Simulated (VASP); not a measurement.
# AlN (Fm-3m) in VASP: single point with HSE06

Aim: the single point of AlN with HSE06.

Program: VASP 6.6.1. These are calculated values, not measurements. Logs are shortened: lines on timing, memory, paths and dates and some standing lists are left out, and cuts for length are marked.

**1. The cell of the first run**

Symmetry: Fm-3m, No. 225, cubic system. Conventional cell: a = 4.038 Å, b = 4.038 Å, c = 4.038 Å, α = 90.00°, β = 90.00°, γ = 90.00°. Al (site symmetry m-3m) has 6 N at 2.02 Å within 2.7 Å. Within 2.7 Å of N (site symmetry m-3m) lie 6 Al at 2.02 Å.

**2. Single point, HSE06**

POSCAR reads:

```
AlN
1.0
    0.0000000000      2.0188684521      2.0188684521
    2.0188684521      0.0000000000      2.0188684521
    2.0188684521      2.0188684521      0.0000000000
Al N
1 1
Direct
    0.0000000000      0.0000000000      0.0000000000
    0.5000000000      0.5000000000      0.5000000000
```

INCAR.step1 reads:

```
SYSTEM = AlN
  ALGO = Normal
  EDIFF = 1E-5
  ENCUT = 520
  GGA = PE
  ISIF = 2
  ISMEAR = 0
  LASPH = .TRUE.
  LREAL = .FALSE.
  LWAVE = .TRUE.
  NBANDS = 11
  NELM = 100
  PREC = Accurate
  SIGMA = 0.01
```

INCAR.step2 reads:

```
SYSTEM = AlN
  ALGO = Normal
  EDIFF = 1E-7
  ENCUT = 520
  GGA = PE
  HFSCREEN = 0.2079
  ISIF = 2
  ISMEAR = 0
  ISTART = 1
  LASPH = .TRUE.
  LCHARG = .TRUE.
  LELF = .TRUE.
  LHFCALC = .TRUE.
  LREAL = .FALSE.
  LVHAR = .TRUE.
  LWAVE = .FALSE.
  NBANDS = 11
  NELM = 100
  PREC = Accurate
  PRECFOCK = Normal
  SIGMA = 0.01
```

KPOINTS reads:

```
k-points
0
G
  8 8 8
  0 0 0
```

Potentials or basis: VASP PAW PBE potentials, release 64 (Al, N).

On the command line:

```bash
> cat potpaw_PBE.64/Al/POTCAR potpaw_PBE.64/N/POTCAR > POTCAR
> cp INCAR.step1 INCAR
> mpirun -np 1 vasp_std > vasp.out
> cp INCAR.step2 INCAR
> mpirun -np 1 vasp_std > vasp.out
```

OUTCAR:

```text
SYSTEM = AlN
   EDIFF = 1E-7
   ENCUT = 520
   GGA = PE
   HFSCREEN = 0.2079
   ISIF = 2
   ISMEAR = 0
   ISTART = 1
   LASPH = .TRUE.
   LHFCALC = .TRUE.
   LREAL = .FALSE.
   NELM = 100
   PREC = Accurate
   PRECFOCK = Normal

 ion  position               nearest neighbor table
   1  0.000  0.000  0.000-   2 2.02   2 2.02   2 2.02   2 2.02   2 2.02   2 2.02
   2  0.500  0.500  0.500-   1 2.02   1 2.02   1 2.02   1 2.02   1 2.02   1 2.02

  LATTYP: Found a face centered cubic cell.
 ALAT       =     4.0377369042

  Lattice vectors:

 A1 = (   0.0000000000,   2.0188684521,   2.0188684521)
 A2 = (   2.0188684521,   0.0000000000,   2.0188684521)
 A3 = (   2.0188684521,   2.0188684521,   0.0000000000)

Analysis of symmetry for initial positions (statically):
=====================================================================
 Subroutine PRICEL returns:
 Original cell was already a primitive cell.

 Routine SETGRP: Setting up the symmetry group for a
 face centered cubic supercell.

 Subroutine GETGRP returns: Found 48 space group operations
 (whereof 48 operations were pure point group operations)
 out of a pool of 48 trial point group operations.

The static configuration has the point symmetry O_h .

Analysis of symmetry for dynamics (positions and initial velocities):
=====================================================================
 Subroutine PRICEL returns:
 Original cell was already a primitive cell.

 Routine SETGRP: Setting up the symmetry group for a
 face centered cubic supercell.

 Subroutine GETGRP returns: Found 48 space group operations
 (whereof 48 operations were pure point group operations)
 out of a pool of 48 trial point group operations.

The dynamic configuration has the point symmetry O_h .

 Subroutine INISYM returns: Found 48 space group operations
 (whereof 48 operations are pure point group operations),
 and found     1 'primitive' translations

----------------------------------------------------------------------------------------

                                     Primitive cell

  volume of cell :      16.4571

  direct lattice vectors                    reciprocal lattice vectors
     0.000000000  2.018868452  2.018868452    -0.247663487  0.247663487  0.247663487
     2.018868452  0.000000000  2.018868452     0.247663487 -0.247663487  0.247663487
     2.018868452  2.018868452  0.000000000     0.247663487  0.247663487 -0.247663487

  length of vectors
     2.855111146  2.855111146  2.855111146     0.428965742  0.428965742  0.428965742

  position of ions in fractional coordinates (direct lattice)
     0.000000000  0.000000000  0.000000000
     0.500000000  0.500000000  0.500000000

  ion indices of the primitive-cell ions
   primitive index   ion index
                 1           1
                 2           2

----------------------------------------------------------------------------------------

 KPOINTS: k-points

Automatic generation of k-mesh.
 Grid dimensions read from file:
 generate k-points for:    8    8    8

 Generating k-lattice:

  Cartesian coordinates                     Fractional coordinates (reciprocal lattice)
    -0.030957936  0.030957936  0.030957936     0.125000000  0.000000000  0.000000000
     0.030957936 -0.030957936  0.030957936     0.000000000  0.125000000  0.000000000
     0.030957936  0.030957936 -0.030957936     0.000000000  0.000000000  0.125000000

  Length of vectors
     0.053620718  0.053620718  0.053620718

  Shift w.r.t. Gamma in fractional coordinates (k-lattice)
     0.000000000  0.000000000  0.000000000

 Subroutine IBZKPT returns following result:
 ===========================================

 Found     29 irreducible k-points:

 Following reciprocal coordinates:
            Coordinates               Weight
  0.000000  0.000000  0.000000      1.000000
  0.125000  0.000000  0.000000      8.000000
  0.250000  0.000000  0.000000      8.000000
  0.375000  0.000000  0.000000      8.000000
  0.500000  0.000000  0.000000      4.000000
  0.125000  0.125000  0.000000      6.000000
[... 16 lines left out ...]
  0.500000  0.250000  0.125000     48.000000
 -0.375000  0.250000  0.125000     24.000000
 [... further k-points ...]
   k-points           NKPTS =     29   k-points in BZ     NKDIM =    512   number of bands    NBANDS=     11
   number of dos      NEDOS =    301   number of ions     NIONS =      2
   total plane-waves  NPLWV =  13824
   dimension x,y,z NGX =    24 NGY =   24 NGZ =   24
   dimension x,y,z NGXF=    48 NGYF=   48 NGZF=   48
   ions per type =               1   1
   NGX,Y,Z   is equivalent  to a cutoff of  13.97, 13.97, 13.97 a.u.
   NGXF,Y,Z  is equivalent  to a cutoff of  27.95, 27.95, 27.95 a.u.
 SYSTEM =  AlN
   PREC   = accura    normal or accurate (medium, high low for compatibility)
   ISTART =      1    job   : 0-new  1-cont  2-samecut
   ICHARG =      0    charge: 1-file 2-atom 10-const
   ISPIN  =      1    spin polarized calculation?
   LNONCOLLINEAR =      F non collinear calculations
   LSORBIT =      F    spin-orbit coupling
   LASPH  =      T    aspherical Exc in radial PAW
   ENCUT  =  520.0 eV  38.22 Ry    6.18 a.u.   5.31  5.31  5.31*2*pi/ulx,y,z
   NELM   =    100;   NELMIN=  2; NELMDL=  0     # of ELM steps
   EDIFF  = 0.1E-06   stopping-criterion for ELM
   LREAL  =      F    real-space projection
   EDIFFG = 0.1E-05   stopping-criterion for IOM
   NSW    =      0    number of steps for IOM
   IBRION =     -1    ionic relax: 0-MD 1-quasi-New 2-CG
   NFREE  =      0    steps in history (QN), initial steepest desc. (CG)
   ISIF   =      2    stress and relaxation
   ISYM   =      3    0-nonsym 1-usesym 2-fastsym
   POTIM  = 0.5000    time-step for ionic-motion
   TEBEG  =    0.0;   TEEND  =   0.0 temperature during run
   PSTRESS=    0.0 pullay stress
   NELECT =       8.0000    total number of electrons
   NUPDOWN=      -1.0000    fix difference up-down
   EMIN   =  10.00;   EMAX   =-10.00  energy-range for DOS
   EFERMI =   0.00;   METHOD = LEGACY
   ISMEAR =     0;   SIGMA  =   0.01  broadening in eV -4-tet -1-fermi 0-gaus
   EFERMI_NEDOS =   21; number of points for ismear=-14 and -15
   IALGO  =     38    algorithm
   IMIX   =      1    mixing-type and parameters
     AMIX     =   0.40;   BMIX     =  1.00
     AMIX_MAG =   1.60;   BMIX_MAG =  1.00
  volume/ion in A,a.u.               =       8.23        55.53
  Fermi-wavevector in a.u.,A,eV,Ry     =   1.287222  2.432497 22.544046  1.656941
  Thomas-Fermi vector in A             =   2.419249
   LORBIT       =      0    0 simple, 1 ext, 2 COOP (PROOUT), +10 PAW based schemes
   GGA     = PE    functional components
   LHFCALC =     T    Hartree Fock is set to
   PRECFOCK=normal    Normal, Fast or Accurate (Low or Medium for compatibility)
   ENCUT4O =  -1.0   cutoff for four orbital integrals eV
   NKREDX  =     1    reduce k-point grid by
   NKREDY  =     1    reduce k-point grid by
   NKREDZ  =     1    reduce k-point grid by
   AEXX    =    0.2500 exact exchange contribution
   HFSCREEN=    0.2079 screening length (either q_TF or 0.3 A-1)
   HFSCREENC=   0.2079 screening length for correlation (either q_TF or 0.3 A-1)
   ENCUTFOCK=  -1.0 apply spherical cutoff to Coloumb kernel
   IVDW    =     0    specifies the selected vdW correction
   LEPSILON=     F    determine dielectric tensor
   LRPA    =     F    only Hartree local field effects (RPA)
 non-spin polarized calculation
 Gauss-broadening in eV      SIGMA  =   0.01
  energy-cutoff  :      520.00
  volume of cell :       16.46
 maximum number of plane-waves:       459
 NGX is ok and might be reduce to    24
  NGX = 16; NGY = 16; NGZ = 16

 number of electron       7.9999999 magnetization

 Free energy of the ion-electron system (eV)
  ---------------------------------------------------
  ext. energy  EPLUGINS =         0.00000000
  ---------------------------------------------------
  free energy    TOTEN  =       -17.13384834 eV

  energy without entropy =      -17.13384834  energy(sigma->0) =      -17.13384834

 E-fermi :   9.2333     XC(G=0): -10.0714

 val. band max:        9.1570929145   @ k =   0.0000   0.0000   0.0000
 cond. band min:      15.1707261447   @ k =   0.5000   0.5000   0.0000
 fundamental gap:      6.0136332302
 Fermi energy:         9.2332986525

 k-point     1 :       0.0000    0.0000    0.0000
  band No.  band energies     occupation
      1     -10.1030      2.00000
      2       9.1571      2.00000
      3       9.1571      2.00000
      4       9.1571      2.00000
      5      16.4186      0.00000
      6      22.9765      0.00000
      7      22.9765      0.00000
      8      22.9765      0.00000
      9      28.1726      0.00000
     10      28.8979      0.00000
     11      28.8979      0.00000

 k-point     2 :       0.1250    0.0000    0.0000
  band No.  band energies     occupation
      1      -9.7589      2.00000
      2       7.5546      2.00000
      3       8.9571      2.00000
      4       8.9571      2.00000
      5      17.3132      0.00000
      6      21.7927      0.00000
      7      23.4295      0.00000
      8      23.4295      0.00000
      9      26.9341      0.00000
     10      26.9341      0.00000
     11      29.3601      0.00000

 k-point     3 :       0.2500    0.0000    0.0000
  band No.  band energies     occupation
      1      -8.7811      2.00000
      2       4.4473      2.00000
      3       8.5208      2.00000
      4       8.5208      2.00000
      5      17.5777      0.00000
      6      22.1573      0.00000
      7      23.1797      0.00000
      8      23.1797      0.00000
      9      27.2646      0.00000
     10      27.2646      0.00000
     11      28.3566      0.00000
[... 267 lines left out ...]
 k-point    23 :       0.5000    0.2500    0.1250
  band No.  band energies     occupation
      1      -6.7620      2.00000
      2       2.1382      2.00000
      3       5.3924      2.00000
      4       7.3037      2.00000
      5      19.0923      0.00000
      6      19.9426      0.00000
      7      21.8052      0.00000
      8      24.3462      0.00000
      9      28.1846      0.00000
     10      31.4775      0.00000
     11      33.2921      0.00000

 k-point    24 :      -0.3750    0.2500    0.1250
  band No.  band energies     occupation
      1      -6.0744      2.00000
      2       1.0955      2.00000
      3       5.1511      2.00000
      4       7.0143      2.00000
      5      19.1720      0.00000
      6      19.3231      0.00000
      7      23.5094      0.00000
      8      23.7819      0.00000
      9      29.3389      0.00000
     10      30.3918      0.00000
     11      33.8005      0.00000

 [... further k-points ...]
[... 5 lines left out ...]
  --------------------------------------------------------------------------------------
  -------------------------------------------------------------------------------------
  Total       -0.1486999     -0.1486999     -0.1486999      0.0000000     -0.0000000      0.0000000
  in kB      -14.4766177    -14.4766177    -14.4766177      0.0000000     -0.0000000      0.0000000
  external PRESSURE =     -14.4766177 kB  Pullay stress =       0.0000000 kB

 VOLUME and BASIS-vectors are now :
 -----------------------------------------------------------------------------
  energy-cutoff  :      520.00
  volume of cell :       16.46
      direct lattice vectors                 reciprocal lattice vectors
     0.000000000  2.018868452  2.018868452    -0.247663487  0.247663487  0.247663487
     2.018868452  0.000000000  2.018868452     0.247663487 -0.247663487  0.247663487
     2.018868452  2.018868452  0.000000000     0.247663487  0.247663487 -0.247663487

 POSITION                                       TOTAL-FORCE (eV/Angst)
 -----------------------------------------------------------------------------------
      0.00000      0.00000      0.00000        -0.000000      0.000000     -0.000000
      2.01887      2.01887      2.01887         0.000000      0.000000      0.000000
 -----------------------------------------------------------------------------------
    total drift:                                0.000128      0.000148      0.000146

  FREE ENERGIE OF THE ION-ELECTRON SYSTEM (eV)
  ---------------------------------------------------
  free  energy   TOTEN  =       -17.1338483432 eV

  energy  without entropy=      -17.1338483432  energy(sigma->0) =      -17.13384834
```

Run time: 6.6 min. Hardware: 1 thread of Intel Xeon 6975P-C (Granite Rapids), shared host; peak memory 0.24 GiB.

What came out:

| Item | Value |
| --- | --- |
| Free energy | -17.1338 eV |
| Pressure | -1.4 GPa |
| Band gap on the k mesh | 6.01 eV (least direct gap 7.26 eV) |

Levels at points of the mesh, in eV from the valence-band top:
```csv
k point,band 2,band 3,band 4,band 5,band 6,band 7
"(0.00, 0.00, 0.00)",0.00,0.00,0.00,7.26,13.82,13.82
"(0.50, 0.00, 0.00)",-9.03,-1.17,-1.17,7.56,12.63,12.63
"(0.50, 0.50, 0.00)",-8.05,-3.06,-3.06,6.01,6.61,16.29
```

Caveat: the PAW data sets were made with another functional, which shifts forces and pressure a little. A k mesh can miss the band edges.
